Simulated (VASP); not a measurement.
Input of a VASP 6.6.1 run:

Contents of INCAR:

```
SYSTEM = InSe
PREC = Accurate
ENCUT = 400
EDIFF = 1E-6
ISMEAR = -1
SIGMA = 0.2241
LREAL = .False.
LASPH = .True.
NELM = 120
ALGO = Normal
ISIF = 2
LWAVE = .False.
LCHARG = .False.
GGA = PE
IVDW = 12
NBANDS = 90
GGA_COMPAT = .False.
```

Contents of KPOINTS:

```
Automatic mesh
0
Gamma
  2 2 2
  0.5 0.5 0.5
```

File POSCAR:

```
InSe
1.0
    4.1291197399      7.1518451800      0.0000000000
   -4.1291197399      7.1518451800      0.0000000000
    0.0000000000      4.7678967867      8.5851330678
In Se
8 8
Direct
    0.0011509393      0.0138785916     -0.0125457578
    0.0006325004      0.4995177665      0.0016088277
    0.4944667370     -0.0078282147      0.0097524406
    0.4863362501      0.4886771849      0.0104987307
    0.8872116761      0.8776832529      0.3309261461
    0.8918994067      0.3867740698      0.3412064760
    0.3851863457      0.8950691131      0.3322188459
    0.3912782397      0.3888721579      0.3268919629
    0.4076431085      0.3822590057      0.8422941081
    0.3882446887      0.8639385711      0.8521363550
    0.8824122860      0.3913722756      0.8475108007
    0.8794569445      0.8767021201      0.8496266677
    0.1868608437      0.1735250716      0.5043382515
    0.1630913579      0.6887825795      0.4769420541
    0.6499307153      0.1678122190      0.5025792805
    0.6793163292      0.6860480304      0.4790668901
```

Potentials or basis: VASP PAW PBE potentials, release 64 (In_d, Se).

Launch:

```console
$ cat potpaw_PBE.64/In_d/POTCAR potpaw_PBE.64/Se/POTCAR > POTCAR
$ mpirun -np 1 vasp_std > vasp.out
```

(1) What does it give for the pressure?

(2) Estimate the largest force.

Answers

(1) -2.7 GPa.

(2) 1.637 eV/Å.

Caveat: the atoms stand as in a frame of molecular dynamics; forces of over 1 eV/Å act on the atoms, so gaps and moduli don't describe the material at rest.
